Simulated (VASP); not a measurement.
## TiPt3: single point with PBE

TiPt3:

```
Ti Pt
1.0
     3.92453    0.00000    0.00000
     0.00000    3.92453    0.00000
     0.00000    0.00000    3.92453
Ti Pt
1 3
Direct
  0.00000 0.00000 0.00000
  0.50000 0.50000 0.00000
  0.50000 0.00000 0.50000
  0.00000 0.50000 0.50000
```

```yaml
Program: VASP 6.6.1
Task: single point
Functional: PBE
Potentials_or_basis: VASP PAW PBE potentials, release 64 (Ti_sv, Pt)
Cutoff: 500 eV
k_mesh: 4 × 4 × 4
Occupations: gaussian, width 0.1 eV
Spin: no spin polarisation
Dipole_correction: no
Further_INCAR_settings: ALGO = Normal; EDIFF = 1e-06; NBANDS = 29
```

```json
{
 "Pressure": "3.8 GPa",
 "Band gap on the k mesh": "zero (band 21 reaches 12.84 eV, above the bottom of band 22 at 11.01 eV)"
}
```

Levels at points of the mesh, in eV from the Fermi level:
```
           k point  band 18  band 19  band 20  band 21  band 22  band 23  band 24  band 25
(0.00, 0.00, 0.00)     0.01     0.01     0.01     1.36     1.36     1.61     1.61     1.61
(0.50, 0.00, 0.00)    -2.61    -2.54    -1.36    -0.18    -0.18     0.02     0.48     0.76
(0.50, 0.50, 0.00)    -3.04    -2.36    -2.25    -2.21     0.22     0.22     0.39     1.44
(0.50, 0.50, 0.50)    -0.63    -0.63    -0.63    -0.46    -0.46    -0.46     1.16     1.16
```

It took 15 s on 1 thread of AMD EPYC 7R13 Processor (Zen 3), with other jobs on the host, peak memory 0.14 GiB.

Caveat: the k points lie up to 0.40 Å⁻¹ apart; spin-orbit coupling is left out, which moves the levels of the heavy elements.
